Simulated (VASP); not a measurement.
Set up this calculation in VASP 6.6.1, as the native input.

| Item | Value |
| --- | --- |
| Task | single point |
| Functional | PBE |
| Dispersion | D3(BJ) |
| Potentials or basis | VASP PAW PBE potentials, release 64 (Sn_d, O) |
| Cutoff | 520 eV |
| k mesh | 7 × 7 × 1 |
| Occupations | gaussian, width 0.05 eV |
| Spin | no spin polarisation |
| Dipole correction | yes |
| Further INCAR settings | ALGO = Normal; EDIFF = 1e-06; NBANDS = 50 |

The structure of SnO lies in POSCAR:

```
SnO
1.0
    3.8201636883      0.0000000000      0.0000000000
    0.0000000000      3.8201636883      0.0000000000
    0.0000000000      0.0000000000     22.2260802162
Sn O
4 4
Direct
    0.7500000000      0.2500000000      0.2024648501
    0.2500000000      0.7500000000      0.3087831971
    0.3750000000      0.8750000000      0.4797535150
    0.8750000000      0.3750000000      0.5860718620
    0.2500000000      0.2500000000      0.2556240236
    0.7500000000      0.7500000000      0.2556240236
    0.8750000000      0.8750000000      0.5329126885
    0.3750000000      0.3750000000      0.5329126885
```

The input as run:

INCAR

```
ALGO = Normal
DIPOL = 0.5 0.5 0.394
EDIFF = 1E-6
ENCUT = 520
GGA = PE
IDIPOL = 3
ISIF = 2
ISMEAR = 0
IVDW = 12
LASPH = True
LCHARG = False
LDIPOL = True
LREAL = False
LWAVE = False
NBANDS = 50
NELM = 80
PREC = Accurate
SIGMA = 0.05
```

KPOINTS

```
k-points
0
Gamma
  7 7 1
```

Potentials or basis: VASP PAW PBE potentials, release 64 (Sn_d, O).

The run is started by

```console
$ cat potpaw_PBE.64/Sn_d/POTCAR potpaw_PBE.64/O/POTCAR > POTCAR
$ mpirun -np 1 vasp_std > vasp.out
```

Results of the run:

```yaml
Largest_force: 0.157 eV/Å
Band_gap_on_the_k_mesh: 2.10 eV, indirect (least direct gap 2.36 eV)
Dispersion_energy_per_atom: -0.159 eV
```

Caveat: spin-orbit coupling is left out, which moves the levels of the heavy elements.

Wall time 7 min on 1 thread of AMD EPYC 7R13 Processor (Zen 3), on a shared host, peak memory 0.41 GiB.
